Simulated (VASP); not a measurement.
# CdAg (Pm-3m) in VASP: further runs, part 2 of 2

VASP 6.6.1.

**3. Relaxation of cell and atoms, LDA**

This run uses another cell than the first one, of 19.44 Å³/atom.

The input, INCAR:

```
PREC = Accurate ; ENCUT = 600
EDIFF = 1E-6 ; ISMEAR = 0
SIGMA = 0.1 ; LREAL = F
LASPH = T ; NELM = 100
ALGO = Normal ; ISIF = 3
LWAVE = F ; LCHARG = F
IBRION = 2 ; NSW = 70
EDIFFG = -0.005
```

The input, KPOINTS:

```
Automatic mesh
0
Gamma
  12 12 12
```

The input, POSCAR:

```
CdAg
1.0
    3.3879055974      0.0000000000      0.0000000000
    0.0000000000      3.3879055974      0.0000000000
    0.0000000000      0.0000000000      3.3879055974
Cd Ag
1 1
Direct
    0.5000000000      0.5000000000      0.5000000000
    0.0000000000      0.0000000000      0.0000000000
```

Potentials or basis: VASP PAW LDA potentials, release 64 (Cd, Ag).

Command:

```console
$ cat potpaw_LDA.64/Cd/POTCAR potpaw_LDA.64/Ag/POTCAR > POTCAR
$ mpirun -np 1 vasp_std > vasp.out
```

OUTCAR:

```text
PREC = Accurate
   ENCUT = 600
   EDIFF = 1E-6
   ISMEAR = 0
   LREAL = F
   LASPH = T
   NELM = 100
   ISIF = 3
   IBRION = 2
   NSW = 70
   EDIFFG = -0.005

 ion  position               nearest neighbor table
   1  0.500  0.500  0.500-   2 2.93   2 2.93   2 2.93   2 2.93   2 2.93   2 2.93   2 2.93   2 2.93

   2  0.000  0.000  0.000-   1 2.93   1 2.93   1 2.93   1 2.93   1 2.93   1 2.93   1 2.93   1 2.93

  LATTYP: Found a simple cubic cell.
 ALAT       =     3.3879055974

  Lattice vectors:

 A1 = (   3.3879055974,   0.0000000000,   0.0000000000)
 A2 = (   0.0000000000,   3.3879055974,   0.0000000000)
 A3 = (   0.0000000000,   0.0000000000,   3.3879055974)

Analysis of symmetry for initial positions (statically):
=====================================================================
 Subroutine PRICEL returns:
 Original cell was already a primitive cell.

 Routine SETGRP: Setting up the symmetry group for a
 simple cubic supercell.

 Subroutine GETGRP returns: Found 48 space group operations
 (whereof 48 operations were pure point group operations)
 out of a pool of 48 trial point group operations.

The static configuration has the point symmetry O_h .

Analysis of symmetry for dynamics (positions and initial velocities):
=====================================================================
 Subroutine PRICEL returns:
 Original cell was already a primitive cell.

 Routine SETGRP: Setting up the symmetry group for a
 simple cubic supercell.

 Subroutine GETGRP returns: Found 48 space group operations
 (whereof 48 operations were pure point group operations)
 out of a pool of 48 trial point group operations.

The dynamic configuration has the point symmetry O_h .

 Subroutine INISYM returns: Found 48 space group operations
 (whereof 48 operations are pure point group operations),
 and found     1 'primitive' translations

----------------------------------------------------------------------------------------

                                     Primitive cell

  volume of cell :      38.8861

  direct lattice vectors                    reciprocal lattice vectors
     3.387905597  0.000000000  0.000000000     0.295167611  0.000000000  0.000000000
     0.000000000  3.387905597  0.000000000     0.000000000  0.295167611  0.000000000
[... 103 lines left out ...]
   IMIX   =      4    mixing-type and parameters
     AMIX     =   0.40;   BMIX     =  1.00
     AMIX_MAG =   1.60;   BMIX_MAG =  1.00
  volume/ion in A,a.u.               =      19.44       131.21
  Fermi-wavevector in a.u.,A,eV,Ry     =   1.374209  2.596879 25.693930  1.888451
  Thomas-Fermi vector in A             =   2.499656
   LORBIT       =      0    0 simple, 1 ext, 2 COOP (PROOUT), +10 PAW based schemes
   GGA     = CA    functional components
   LHFCALC =     F    Hartree Fock is set to
   AEXX    =    0.0000 exact exchange contribution
   IVDW    =     0    specifies the selected vdW correction
   LEPSILON=     F    determine dielectric tensor
   LRPA    =     F    only Hartree local field effects (RPA)
 conjugate gradient relaxation of ions
 non-spin polarized calculation
 Gauss-broadening in eV      SIGMA  =   0.10
  energy-cutoff  :      600.00
  volume of cell :       38.89
 maximum number of plane-waves:      1328
 NGX is ok and might be reduce to    28
   NGX = 13   NGY = 13   NGZ = 13

--------------------------------------- Ionic step        1  -------------------------------------------

 number of electron      22.9999992 magnetization

 Free energy of the ion-electron system (eV)
  ---------------------------------------------------
  ext. energy  EPLUGINS =         0.00000000
  ---------------------------------------------------
  free energy    TOTEN  =        -5.33698270 eV

  energy without entropy =       -5.33393543  energy(sigma->0) =       -5.33545906

 E-fermi :   5.0317     XC(G=0): -11.9001

 val. band max:        5.0190039808   @ k =   0.4167   0.4167   0.1667
 cond. band min:       5.0901417868   @ k =   0.3333   0.2500   0.0000
 fundamental gap:      0.0711378060
 Fermi energy:         5.0317303456

 k-point     1 :       0.0000    0.0000    0.0000
  band No.  band energies     occupation
      1      -4.1391      2.00000
      2      -4.1391      2.00000
      3      -3.5208      2.00000
      4      -3.5208      2.00000
      5      -3.5208      2.00000
      6      -3.3958      2.00000
      7       0.0403      2.00000
      8       0.0403      2.00000
      9       0.8518      2.00000
     10       0.8518      2.00000
     11       0.8518      2.00000
     12       9.9239      0.00000
     13       9.9239      0.00000
     14       9.9239      0.00000
[... 486 lines left out ...]
--------------------------------------- Ionic step        3  -------------------------------------------

 number of electron      23.0000011 magnetization

 Free energy of the ion-electron system (eV)
  ---------------------------------------------------
  ext. energy  EPLUGINS =         0.00000000
  ---------------------------------------------------
  free energy    TOTEN  =        -5.45502724 eV

  energy without entropy =       -5.45225572  energy(sigma->0) =       -5.45364148

 E-fermi :   6.1548     XC(G=0): -12.4896

 val. band max:        6.1356301510   @ k =   0.5000   0.4167   0.2500
 cond. band min:       6.1641536722   @ k =   0.5000   0.3333   0.3333
 fundamental gap:      0.0285235212
 Fermi energy:         6.1547810139

 k-point     1 :       0.0000    0.0000    0.0000
  band No.  band energies     occupation
      1      -3.4285      2.00000
      2      -3.4285      2.00000
      3      -3.0650      2.00000
      4      -2.6144      2.00000
      5      -2.6144      2.00000
      6      -2.6144      2.00000
      7       0.8309      2.00000
      8       0.8309      2.00000
      9       1.7916      2.00000
     10       1.7916      2.00000
     11       1.7916      2.00000
     12      11.2724      0.00000
     13      11.2724      0.00000
     14      11.2724      0.00000
[... 444 lines left out ...]
  FREE ENERGIE OF THE ION-ELECTRON SYSTEM (eV)
  ---------------------------------------------------
  free  energy   TOTEN  =        -5.4550272427 eV

  energy  without entropy=       -5.4522557203  energy(sigma->0) =       -5.45364148

 reached required accuracy - stopping structural energy minimisation
```

OSZICAR:

```text
N       E                     dE             d eps       ncg     rms          rms(c)
DAV:   1     0.162283834992E+03    0.16228E+03   -0.13053E+04  2528   0.165E+03
[... 24 lines left out ...]
DAV:   2    -0.550837658659E+01    0.76759E+00   -0.22855E+00  2520   0.204E+01    0.245E+00
DAV:   3    -0.546471336699E+01    0.43663E-01   -0.87950E-02  2975   0.424E+00    0.191E+00
DAV:   4    -0.545565304138E+01    0.90603E-02   -0.73473E-03  2849   0.887E-01    0.568E-01
DAV:   5    -0.545501128191E+01    0.64176E-03   -0.79474E-04  2877   0.301E-01    0.631E-02
DAV:   6    -0.545502776711E+01   -0.16485E-04   -0.62086E-05  2835   0.131E-01    0.333E-02
DAV:   7    -0.545502732076E+01    0.44635E-06   -0.16104E-05  2779   0.625E-02    0.344E-03
DAV:   8    -0.545502724269E+01    0.78062E-07   -0.10029E-06  1435   0.142E-02
   3 F= -.54550272E+01 E0= -.54536415E+01  d E =-.118045E+00
```

CONTCAR:

```text
CdAg
   1.00000000000000
     3.2722263721372293    0.0000000000000000   -0.0000000000000000
    -0.0000000000000000    3.2722263721372293   -0.0000000000000000
    -0.0000000000000000   -0.0000000000000000    3.2722263721372293
  Cd              Ag
     1     1
Direct
     0.5000000000000000    0.5000000000000000    0.5000000000000000
     0.0000000000000000    0.0000000000000000    0.0000000000000000

  0.00000000E+00  0.00000000E+00  0.00000000E+00
  0.00000000E+00  0.00000000E+00  0.00000000E+00
```

Run time: 66 s. Hardware: 1 thread of Intel Xeon Platinum 8488C (Sapphire Rapids), shared host; peak memory 0.2 GiB.

What came out:

* Free energy: -5.4550 eV
* Relaxed volume: 17.52 Å³/atom
* Relaxed cell: a = 3.272 Å, b = 3.272 Å, c = 3.272 Å, α = 90.00°, β = 90.00°, γ = 90.00°
* Space group after relaxing (to 0.1 Å): Pm-3m (No. 221)
* Energy gained by relaxing: 59.0 meV/atom
* Ionic steps: 3
* Pressure after relaxing: 0.0 GPa
* Band gap on the k mesh: zero (an odd number of electrons rules out a gap without spin polarisation)

Step by step:
| step | energy change (eV) | largest force (eV/Å) | pressure (GPa) | volume (Å³) |
| --- | --- | --- | --- | --- |
| 1 | 0.0000 | 0.0000 | -8.71 | 38.89 |
| 2 | -0.0821 | 0.0000 | 6.78 | 33.23 |
| 3 | -0.1180 | 0.0000 | -0.03 | 35.04 |

Final structure:
```
Cd Ag
1.0
     3.27223    0.00000    0.00000
     0.00000    3.27223    0.00000
     0.00000    0.00000    3.27223
Cd Ag
1 1
Direct
  0.50000 0.50000 0.50000
  0.00000 0.00000 0.00000
```

Levels at points of the mesh, in eV from the Fermi level:
```
           k point  band 7  band 8  band 9  band 10  band 11  band 12  band 13  band 14  band 15
(0.00, 0.00, 0.00)   -5.32   -5.32   -4.36    -4.36    -4.36     5.12     5.12     5.12    10.19
(0.50, 0.00, 0.00)   -5.64   -5.13   -5.13    -4.85    -4.57    -2.90    10.75    10.75    11.10
(0.50, 0.50, 0.00)   -5.03   -4.45   -4.45    -4.11    -1.60    -1.60     1.65     2.07    11.61
(0.50, 0.50, 0.50)   -6.02   -6.02   -4.08    -4.08     2.54     4.33     4.33     4.33     4.53
```

LDA usually gives volumes a few per cent too small. Zero-point motion and thermal expansion aren't in these numbers.
